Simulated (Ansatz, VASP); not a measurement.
**KBr: VASP beside Ansatz**

Contents of INCAR:

```
SYSTEM = KBr
PREC = Accurate
ENCUT = 600
EDIFF = 1E-7
ISMEAR = 0
SIGMA = 0.05
LREAL = .FALSE.
LASPH = .TRUE.
NELM = 100
ALGO = Normal
ISIF = 3
LWAVE = .FALSE.
LCHARG = .FALSE.
GGA = PE
IBRION = 2
NSW = 100
EDIFFG = -0.01
```

Contents of KPOINTS:

```
regular mesh
0
G
  6 6 6
  0 0 0
```

File POSCAR:

```
KBr
1.0
    0.0203968714      3.3351370075      3.2981825641
    3.3644420903     -0.0034694210      3.3220488565
    3.3874002553      3.3819614648     -0.0264275860
K Br
1 1
Direct
    0.0017670191     -0.0000459585     -0.0018190912
    0.4982329809      0.5000459585      0.5018190912
```

Input for Ansatz:

```yaml
crystal:
  lattice:
    - [0.0203968714, 3.3351370075, 3.2981825641]
    - [3.3644420903, -0.003469421, 3.3220488565]
    - [3.3874002553, 3.3819614648, -0.026427586]
  atoms:
    - { symbol: K, position: [0.0017670191, -4.59585e-05, -0.0018190912] }
    - { symbol: Br, position: [0.4982329809, 0.5000459585, 0.5018190912] }
basis:
  ecutwfc: 420
kpoints:
  mp_grid: { grid: [6, 6, 6] }
hamiltonian:
  xc: pbe
scf:
  occupations: { method: gaussian, width: 0.05 }
output:
  forces: true
  stress: true
  eigenvalues: true
  write_density: true
  write_potential: true
  elf: true
  volumetric_format: npy
relax:
  adjacent_minimum: "off"
  f_tol: 0.01
  max_steps: 80
  cell: { stress_tol: 0.1 }
```

Change from the starting cell: cell sheared at random, sigma 0.01, atoms nudged by 0.01 Å; relaxed back.

Alike in both runs: task relaxation of cell and atoms; functional PBE; k mesh 6 × 6 × 6; occupations gaussian, width 0.05 eV; no spin polarisation.

```csv
,VASP,Ansatz
version,VASP 6.6.1,Ansatz 0.2.0
potentials or method,"VASP PAW PBE potentials, release 64 (K_sv, Br), cutoff 600 eV","scalar-relativistic, plane waves, PAW"
valence electrons in the cell,16,16
```

Ansatz gave:

* gap on the k mesh at the Fermi level, each at its own relaxed structure (eV): 4.31
* relaxed volume (Å³/atom): 37.70
* relaxed length of the cell vector where the two differ most in proportion (Å): 4.744

**Question.** What did VASP give for the same quantities?

**Answer.** gap on the k mesh at the Fermi level, each at its own relaxed structure (eV): 4.30; relaxed volume (Å³/atom): 37.75; relaxed length of the cell vector where the two differ most in proportion (Å): 4.749.
